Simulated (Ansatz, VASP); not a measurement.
BAs in VASP and in Ansatz

```
As B
1.0
     0.00000    2.38850    2.38850
     2.38850    0.00000    2.38850
     2.38850    2.38850    0.00000
As B
1 1
Direct
  0.75000 0.75000 0.75000
  0.00000 0.00000 0.00000
```

Alike in both runs: functional PBEsol; k mesh 8 × 8 × 8; occupations fermi-dirac, width 0.05 eV; non-collinear spin, spin-orbit coupling.

|  | VASP | Ansatz |
| --- | --- | --- |
| version | VASP 6.6.1 | Ansatz 0.2.0 |
| potentials or method | VASP PAW PBE potentials, release 64 (As, B), cutoff 520 eV | all-electron LAPW, relativistic spinors |
| task | single point | band structure |

Ansatz gave:

| Property | Result |
| --- | --- |
| pressure (GPa) | -0.8 |

Q: Which values does VASP return?

A: Pressure (GPa): 0.1.

VASP's potentials were made for PBE, not for PBEsol. Ansatz ran all-electron here, and VASP with PAW potentials.
